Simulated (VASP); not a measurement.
# Al (Fm-3m) in VASP: notebook, part 2 of 2

VASP 6.6.1. The steps go on from the part before.

### Step 5. Single point, r2SCANh

This run uses another cell than the first one, of 17.60 Å³/atom, 1.060 times its volume.

POSCAR reads:

```
Al
1.0
    0.0000000000      2.0645171409      2.0645171409
    2.0645171409      0.0000000000      2.0645171409
    2.0645171409      2.0645171409      0.0000000000
Al
1
Direct
    0.0000000000      0.0000000000      0.0000000000
```

INCAR.step1 reads:

```
PREC = Accurate
ENCUT = 520
EDIFF = 1E-5
ISMEAR = -1
SIGMA = 0.05
LREAL = False
LASPH = True
NELM = 60
ALGO = Normal
ISIF = 2
LWAVE = True
LCHARG = False
GGA = PE
NBANDS = 8
```

INCAR.step2 reads:

```
PREC = Accurate
ENCUT = 520
EDIFF = 1E-7
ISMEAR = -1
SIGMA = 0.05
LREAL = False
LASPH = True
NELM = 60
ALGO = Normal
ISIF = 2
LWAVE = False
LCHARG = False
METAGGA = R2SCAN
LHFCALC = True
AEXX = 0.1
LMIXTAU = True
PRECFOCK = Normal
ISTART = 1
NBANDS = 8
```

KPOINTS reads:

```
Automatic mesh
0
Gamma
  6 6 6
```

Potentials or basis: VASP PAW PBE potentials, release 64 (Al).

Started as:

```
$ cat potpaw_PBE.64/Al/POTCAR > POTCAR
$ cp INCAR.step1 INCAR
$ mpirun -np 1 vasp_std > vasp.out
$ cp INCAR.step2 INCAR
$ mpirun -np 1 vasp_std > vasp.out
```

OUTCAR:

```text
PREC = Accurate
   ENCUT = 520
   EDIFF = 1E-7
   ISMEAR = -1
   LREAL = False
   LASPH = True
   NELM = 60
   ISIF = 2
   METAGGA = R2SCAN
   LHFCALC = True
   AEXX = 0.1
   PRECFOCK = Normal
   ISTART = 1

 ion  position               nearest neighbor table
   1  0.000  0.000  0.000-

  LATTYP: Found a face centered cubic cell.
 ALAT       =     4.1290342818

  Lattice vectors:

 A1 = (   0.0000000000,   2.0645171409,   2.0645171409)
 A2 = (   2.0645171409,   0.0000000000,   2.0645171409)
 A3 = (   2.0645171409,   2.0645171409,   0.0000000000)

Analysis of symmetry for initial positions (statically):
=====================================================================
 Subroutine PRICEL returns:
 Original cell was already a primitive cell.

 Routine SETGRP: Setting up the symmetry group for a
 face centered cubic supercell.

 Subroutine GETGRP returns: Found 48 space group operations
[... 9 lines left out ...]

 Routine SETGRP: Setting up the symmetry group for a
 face centered cubic supercell.

 Subroutine GETGRP returns: Found 48 space group operations
 (whereof 48 operations were pure point group operations)
 out of a pool of 48 trial point group operations.

The dynamic configuration has the point symmetry O_h .

 Subroutine INISYM returns: Found 48 space group operations
 (whereof 48 operations are pure point group operations),
 and found     1 'primitive' translations

----------------------------------------------------------------------------------------

                                     Primitive cell

  volume of cell :      17.5989

  direct lattice vectors                    reciprocal lattice vectors
     0.000000000  2.064517141  2.064517141    -0.242187381  0.242187381  0.242187381
     2.064517141  0.000000000  2.064517141     0.242187381 -0.242187381  0.242187381
     2.064517141  2.064517141  0.000000000     0.242187381  0.242187381 -0.242187381
[... 99 lines left out ...]
   LHFCALC =     T    Hartree Fock is set to
   PRECFOCK=normal    Normal, Fast or Accurate (Low or Medium for compatibility)
   ENCUT4O =  -1.0   cutoff for four orbital integrals eV
   NKREDX  =     1    reduce k-point grid by
   NKREDY  =     1    reduce k-point grid by
   NKREDZ  =     1    reduce k-point grid by
   AEXX    =    0.1000 exact exchange contribution
   HFSCREEN=    0.0000 screening length (either q_TF or 0.3 A-1)
   HFSCREENC=   0.0000 screening length for correlation (either q_TF or 0.3 A-1)
   ENCUTFOCK=  -1.0 apply spherical cutoff to Coloumb kernel
   IVDW    =     0    specifies the selected vdW correction
   LEPSILON=     F    determine dielectric tensor
   LRPA    =     F    only Hartree local field effects (RPA)
 non-spin polarized calculation
  energy-cutoff  :      520.00
  volume of cell :       17.60
 maximum number of plane-waves:       489
 NGX is ok and might be reduce to    24
  NGX = 18; NGY = 18; NGZ = 18

 number of electron       3.0000000 magnetization

 Free energy of the ion-electron system (eV)
  ---------------------------------------------------
  ext. energy  EPLUGINS =         0.00000000
  ---------------------------------------------------
  free energy    TOTEN  =        -6.74386717 eV

  energy without entropy =       -6.73989895  energy(sigma->0) =       -6.74188306

 E-fermi :   7.7723     XC(G=0):  -9.7065

 val. band max:        6.5423890504   @ k =  -0.3333   0.5000   0.1667
 cond. band min:       7.7905305359   @ k =  -0.3333   0.3333   0.0000
 fundamental gap:      1.2481414856
 Fermi energy:         7.7723324282

 k-point     1 :       0.0000    0.0000    0.0000
  band No.  band energies     occupation
      1      -4.7094      2.00000
      2      20.7932      0.00000
      3      20.7932      0.00000
      4      20.7932      0.00000
      5      22.1049      0.00000
      6      22.1049      0.00000
      7      22.1049      0.00000
      8      24.6335      0.00000
[... 155 lines left out ...]
 k-point    16 :      -0.3333    0.5000    0.1667
  band No.  band energies     occupation
      1       5.0764      2.00000
      2       6.5424      2.00000
      3       8.3414      0.00002
      4       9.9692      0.00000
      5      20.0148      0.00000
      6      21.8263      0.00000
      7      28.3219      0.00000
      8      29.3689      0.00000

------------------------ aborting loop because EDIFF is reached ----------------------------------------

  FORCE on cell =-STRESS in cart. coord.  units (eV):
  Direction    XX          YY          ZZ          XY          YZ          ZX
  --------------------------------------------------------------------------------------
  -------------------------------------------------------------------------------------
  Total       -0.7735412     -0.7735412     -0.7735412      0.0000000      0.0000000      0.0000000
  in kB      -70.4220284    -70.4220284    -70.4220284      0.0000000      0.0000000      0.0000000
  external PRESSURE =     -70.4220284 kB  Pullay stress =       0.0000000 kB

 VOLUME and BASIS-vectors are now :
 -----------------------------------------------------------------------------
  energy-cutoff  :      520.00
  volume of cell :       17.60
      direct lattice vectors                 reciprocal lattice vectors
     0.000000000  2.064517141  2.064517141    -0.242187381  0.242187381  0.242187381
     2.064517141  0.000000000  2.064517141     0.242187381 -0.242187381  0.242187381
     2.064517141  2.064517141  0.000000000     0.242187381  0.242187381 -0.242187381

 POSITION                                       TOTAL-FORCE (eV/Angst)
 -----------------------------------------------------------------------------------
      0.00000      0.00000      0.00000        -0.000000     -0.000000      0.000000
 -----------------------------------------------------------------------------------
    total drift:                                0.000000      0.000000      0.000000

  FREE ENERGIE OF THE ION-ELECTRON SYSTEM (eV)
  ---------------------------------------------------
  free  energy   TOTEN  =        -6.7438671683 eV

  energy  without entropy=       -6.7398989454  energy(sigma->0) =       -6.74188306
```

Wall time 1.7 min (1 thread of Intel Xeon 6975P-C (Granite Rapids), shared host); peak memory 0.14 GiB.

What came out:

- Free energy: -6.7439 eV
- Pressure: -7.0 GPa

Caveat: the k points lie up to 0.44 Å⁻¹ apart; the PAW data sets were made with another functional, which shifts forces and pressure a little.

### Step 6. The runs side by side

| cell | gap on the mesh (eV) | pressure (GPa) |
| --- | --- | --- |
| a = 2.864 Å, angles 60.0°, 1 atom | none | -3.1 |
| a = 2.882 Å, angles 60.0°, 1 atom | none | -4.6 |
| a = 2.901 Å, angles 60.0°, 1 atom | none | -5.9 |
| a = 2.920 Å, angles 60.0°, 1 atom | none | -7.0 |

Alike in all rows: task single point; level r2SCANh; potentials or basis VASP PAW PBE potentials, release 64 (Al); no spin polarisation; k mesh 6 × 6 × 6; cutoff (eV) 520; smearing fermi-dirac 0.05 eV.

Caveats: all runs use coarse meshes; the PAW data sets were made with another functional, which shifts forces and pressure a little.

Total energies depend on the potentials used, so only differences within one code and one set of settings carry meaning.
